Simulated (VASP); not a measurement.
# Sb (P-1) in VASP: a series of runs, part 2 of 2

VASP 6.6.1.

## Step 3: Single point, PBEsol (equal xy, yz and zx shear strains of +1 %)

Input file INCAR:

```
PREC = Accurate
ENCUT = 520
EDIFF = 1E-6
ISMEAR = -1
SIGMA = 0.05
LREAL = False
LASPH = True
NELM = 60
ALGO = Normal
ISIF = 2
LWAVE = False
LCHARG = True
GGA = PS
LELF = True
LVHAR = True
NBANDS = 12
```

Input file KPOINTS:

```
regular mesh
0
Gamma
  12 12 7
```

Input file POSCAR:

```
Sb
1.0
    3.3690001795      0.0168450009      0.0168450009
   -1.6699118911      2.9092172404      0.0061656983
    0.0266500000      0.0266500000      5.3300000000
Sb
2
Direct
    0.3333333333      0.6666666667      0.2500000000
    0.6666666667      0.3333333333      0.7500000000
```

Potentials or basis: VASP PAW PBE potentials, release 64 (Sb).

The run is started by

```console
$ cat potpaw_PBE.64/Sb/POTCAR > POTCAR
$ mpirun -np 1 vasp_std > vasp.out
```

OUTCAR:

```text
PREC = Accurate
   ENCUT = 520
   EDIFF = 1E-6
   ISMEAR = -1
   LREAL = False
   LASPH = True
   NELM = 60
   ISIF = 2
   GGA = PS

 ion  position               nearest neighbor table
   1  0.333  0.667  0.250-   2 3.28   2 3.28   2 3.29   2 3.30   2 3.32   2 3.33
   2  0.667  0.333  0.750-   1 3.28   1 3.28   1 3.29   1 3.30   1 3.32   1 3.33

  LATTYP: Found a triclinic cell.
 ALAT       =     3.3836771040
 B/A-ratio  =     2.3240315164
 C/A-ratio  =     0.9956873247
 COS(alpha) =     0.0006441311
 COS(beta)  =     0.5064876926
 COS(gamma) =     0.6343367665

  Lattice vectors:

 A1 = (  -1.6990882884,  -2.9260622413,  -0.0230106992)
 A2 = (  -0.0025263973,  -5.8086294817,   5.3008236025)
 A3 = (  -3.3690001795,  -0.0168450009,  -0.0168450009)

Analysis of symmetry for initial positions (statically):
=====================================================================
 Subroutine PRICEL returns:
 Original cell was already a primitive cell.

 Routine SETGRP: Setting up the symmetry group for a
 triclinic supercell.

 Subroutine GETGRP returns: Found  2 space group operations
 (whereof  2 operations were pure point group operations)
 out of a pool of  2 trial point group operations.

The static configuration has the point symmetry S_2 .

Analysis of symmetry for dynamics (positions and initial velocities):
=====================================================================
 Subroutine PRICEL returns:
 Original cell was already a primitive cell.

 Routine SETGRP: Setting up the symmetry group for a
 triclinic supercell.

 Subroutine GETGRP returns: Found  2 space group operations
 (whereof  2 operations were pure point group operations)
 out of a pool of  2 trial point group operations.

The dynamic configuration has the point symmetry S_2 .

 Subroutine INISYM returns: Found  2 space group operations
 (whereof  2 operations are pure point group operations),
 and found     1 'primitive' translations

----------------------------------------------------------------------------------------

                                     Primitive cell

  volume of cell :      52.3875

  direct lattice vectors                    reciprocal lattice vectors
     3.369000179  0.016845001  0.016845001     0.295986099  0.169903114 -0.002329446
    -1.669911891  2.909217240  0.006165698    -0.001705273  0.342759848 -0.001705273
     0.026650000  0.026650000  5.330000000    -0.000933466 -0.000933466  0.187626595

  length of vectors
     3.369084403  3.354428221  5.330133248     0.341292053  0.342768332  0.187631239

  position of ions in fractional coordinates (direct lattice)
     0.333333333  0.666666667  0.250000000
     0.666666667  0.333333333  0.750000000

  ion indices of the primitive-cell ions
   primitive index   ion index
                 1           1
                 2           2

----------------------------------------------------------------------------------------

 KPOINTS: regular mesh

Automatic generation of k-mesh.
 Grid dimensions read from file:
 generate k-points for:   12   12    7

 Generating k-lattice:

  Cartesian coordinates                     Fractional coordinates (reciprocal lattice)
     0.024665508  0.014158593 -0.000194121     0.083333333 -0.000000000  0.000000000
    -0.000142106  0.028563321 -0.000142106    -0.000000000  0.083333333  0.000000000
    -0.000133352 -0.000133352  0.026803799     0.000000000 -0.000000000  0.142857143

  Length of vectors
     0.028441004  0.028564028  0.026804463

  Shift w.r.t. Gamma in fractional coordinates (k-lattice)
     0.000000000  0.000000000  0.000000000

 Subroutine IBZKPT returns following result:
 ===========================================

 Found    506 irreducible k-points:

 Following reciprocal coordinates:
            Coordinates               Weight
  0.000000  0.000000  0.000000      1.000000
  0.083333 -0.000000  0.000000      2.000000
  0.166667  0.000000  0.000000      2.000000
  0.250000  0.000000  0.000000      2.000000
  0.333333 -0.000000  0.000000      2.000000
  0.416667  0.000000  0.000000      2.000000
[... 16 lines left out ...]
  0.250000  0.166667  0.000000      2.000000
  0.333333  0.166667  0.000000      2.000000
 [... further k-points ...]
   k-points           NKPTS =    506   k-points in BZ     NKDIM =    506   number of bands    NBANDS=     12
   number of dos      NEDOS =    301   number of ions     NIONS =      2
   total plane-waves  NPLWV =  31360
   dimension x,y,z NGX =    28 NGY =   28 NGZ =   40
   dimension x,y,z NGXF=    56 NGYF=   56 NGZF=   80
   ions per type =               2
   NGX,Y,Z   is equivalent  to a cutoff of  13.82, 13.88, 12.48 a.u.
   NGXF,Y,Z  is equivalent  to a cutoff of  27.63, 27.75, 24.95 a.u.
 SYSTEM =  unknown system
   PREC   = accura    normal or accurate (medium, high low for compatibility)
   ISTART =      0    job   : 0-new  1-cont  2-samecut
   ICHARG =      2    charge: 1-file 2-atom 10-const
   ISPIN  =      1    spin polarized calculation?
   LNONCOLLINEAR =      F non collinear calculations
   LSORBIT =      F    spin-orbit coupling
   LASPH  =      T    aspherical Exc in radial PAW
   ENCUT  =  520.0 eV  38.22 Ry    6.18 a.u.   6.26  6.24  9.91*2*pi/ulx,y,z
   NELM   =     60;   NELMIN=  2; NELMDL= -5     # of ELM steps
   EDIFF  = 0.1E-05   stopping-criterion for ELM
   LREAL  =      F    real-space projection
   EDIFFG = 0.1E-04   stopping-criterion for IOM
   NSW    =      0    number of steps for IOM
   IBRION =     -1    ionic relax: 0-MD 1-quasi-New 2-CG
   NFREE  =      0    steps in history (QN), initial steepest desc. (CG)
   ISIF   =      2    stress and relaxation
   ISYM   =      2    0-nonsym 1-usesym 2-fastsym
   POTIM  = 0.5000    time-step for ionic-motion
   TEBEG  =    0.0;   TEEND  =   0.0 temperature during run
   PSTRESS=    0.0 pullay stress
   NELECT =      10.0000    total number of electrons
   NUPDOWN=      -1.0000    fix difference up-down
   EMIN   =  10.00;   EMAX   =-10.00  energy-range for DOS
   EFERMI =   0.00;   METHOD = LEGACY
   ISMEAR =    -1;   SIGMA  =   0.05  broadening in eV -4-tet -1-fermi 0-gaus
   EFERMI_NEDOS =   21; number of points for ismear=-14 and -15
   IALGO  =     38    algorithm
   IMIX   =      4    mixing-type and parameters
     AMIX     =   0.40;   BMIX     =  1.00
     AMIX_MAG =   1.60;   BMIX_MAG =  1.00
  volume/ion in A,a.u.               =      26.19       176.76
  Fermi-wavevector in a.u.,A,eV,Ry     =   0.942611  1.781276 12.088979  0.888515
  Thomas-Fermi vector in A             =   2.070237
   LORBIT       =      0    0 simple, 1 ext, 2 COOP (PROOUT), +10 PAW based schemes
   GGA     = PS    functional components
   LHFCALC =     F    Hartree Fock is set to
   AEXX    =    0.0000 exact exchange contribution
   IVDW    =     0    specifies the selected vdW correction
   LEPSILON=     F    determine dielectric tensor
   LRPA    =     F    only Hartree local field effects (RPA)
 non-spin polarized calculation
  energy-cutoff  :      520.00
  volume of cell :       52.39
 maximum number of plane-waves:      1427
 NGX is ok and might be reduce to    28
   NGX = 13   NGY = 13   NGZ = 19

 number of electron      10.0000000 magnetization

 Free energy of the ion-electron system (eV)
  ---------------------------------------------------
  ext. energy  EPLUGINS =         0.00000000
  ---------------------------------------------------
  free energy    TOTEN  =        -8.68114191 eV

  energy without entropy =       -8.67029419  energy(sigma->0) =       -8.67571805

 E-fermi :   8.7709     XC(G=0): -10.4512

 val. band max:        8.7681526275   @ k =   0.5000   0.5000   0.0000
 cond. band min:       8.7740128341   @ k =  -0.1667   0.0000   0.1429
 fundamental gap:      0.0058602065
 Fermi energy:         8.7709403530

 k-point     1 :       0.0000    0.0000    0.0000
  band No.  band energies     occupation
      1      -4.4205      2.00000
      2      -0.1884      2.00000
      3       2.7913      2.00000
      4      12.0187      0.00000
      5      12.1394      0.00000
      6      13.8052      0.00000
      7      13.9434      0.00000
      8      14.8124      0.00000
      9      16.1660      0.00000
     10      17.5696      0.00000
     11      18.5692      0.00000
     12      18.7612      0.00000
[... 331 lines left out ...]
 k-point    24 :       0.3333    0.1667    0.0000
  band No.  band energies     occupation
      1      -1.2389      2.00000
      2       1.1571      2.00000
      3       4.5972      2.00000
      4       6.0438      2.00000
      5       6.2695      2.00000
      6       7.6638      2.00000
      7       9.3640      0.00001
      8      10.4317      0.00000
      9      13.8871      0.00000
     10      16.2435      0.00000
     11      20.2274      0.00000
     12      20.3854      0.00000

 [... further k-points ...]
[... 5 lines left out ...]
  --------------------------------------------------------------------------------------
  -------------------------------------------------------------------------------------
  Total        0.0770540      0.0724937     -0.3160579      0.0341614     -0.0239748     -0.0239721
  in kB        2.3565583      2.2170917     -9.6660654      1.0447654     -0.7332271     -0.7331446
  external PRESSURE =      -1.6974718 kB  Pullay stress =       0.0000000 kB

 VOLUME and BASIS-vectors are now :
 -----------------------------------------------------------------------------
  energy-cutoff  :      520.00
  volume of cell :       52.39
      direct lattice vectors                 reciprocal lattice vectors
     3.369000179  0.016845001  0.016845001     0.295986099  0.169903114 -0.002329446
    -1.669911891  2.909217240  0.006165698    -0.001705273  0.342759848 -0.001705273
     0.026650000  0.026650000  5.330000000    -0.000933466 -0.000933466  0.187626595

 POSITION                                       TOTAL-FORCE (eV/Angst)
 -----------------------------------------------------------------------------------
      0.01639      1.95176      1.34223        -0.015931     -0.001212     -0.001271
      1.70935      1.00096      4.01079         0.015931      0.001212      0.001271
 -----------------------------------------------------------------------------------
    total drift:                                0.000000     -0.000000     -0.000000

  FREE ENERGIE OF THE ION-ELECTRON SYSTEM (eV)
  ---------------------------------------------------
  free  energy   TOTEN  =        -8.6811419050 eV

  energy  without entropy=       -8.6702941937  energy(sigma->0) =       -8.67571805
```

OSZICAR:

```text
N       E                     dE             d eps       ncg     rms          rms(c)
DAV:   1     0.331825743600E+02    0.33183E+02   -0.36060E+03 12144   0.665E+02
DAV:   2    -0.690414355250E+01   -0.40087E+02   -0.38799E+02 15792   0.109E+02
DAV:   3    -0.868067050962E+01   -0.17765E+01   -0.17481E+01 15176   0.253E+01
DAV:   4    -0.869455526209E+01   -0.13885E-01   -0.13880E-01 13616   0.268E+00
DAV:   5    -0.869469897502E+01   -0.14371E-03   -0.14371E-03 14736   0.304E-01    0.245E+00
DAV:   6    -0.868594065633E+01    0.87583E-02   -0.36102E-03 13352   0.286E-01    0.139E+00
DAV:   7    -0.868115161284E+01    0.47890E-02   -0.69198E-03 12628   0.396E-01    0.372E-02
DAV:   8    -0.868114181575E+01    0.97971E-05   -0.87006E-05 14852   0.677E-02    0.147E-02
DAV:   9    -0.868114190501E+01   -0.89252E-07   -0.14476E-06  9888   0.964E-03
   1 F= -.86811419E+01 E0= -.86757180E+01  d E =-.108477E-01
```

It took 74 s on 1 thread of Intel Xeon 6975P-C (Granite Rapids), shared host; peak memory 0.39 GiB.

Results:

```yaml
Free_energy: -8.6811 eV
Pressure: -0.2 GPa
Largest_force: 0.016 eV/Å
Band_gap_on_the_k_mesh: zero (band 5 reaches 12.70 eV, above the bottom of band 6 at 5.80 eV)
```

Forces on the atoms (eV/Å):
```
Sb  -0.016 -0.001 -0.001
Sb   0.016  0.001  0.001
```

Stress tensor (GPa, compression positive):
```
 0.24  0.10 -0.07
 0.10  0.22 -0.07
-0.07 -0.07 -0.97
```

Caveat: the cell differs from its parent crystal (equal xy, yz and zx shear strains of +1 %); the PAW data sets were made with another functional, which shifts forces and pressure a little; spin-orbit coupling is left out, which moves the levels of the heavy elements.
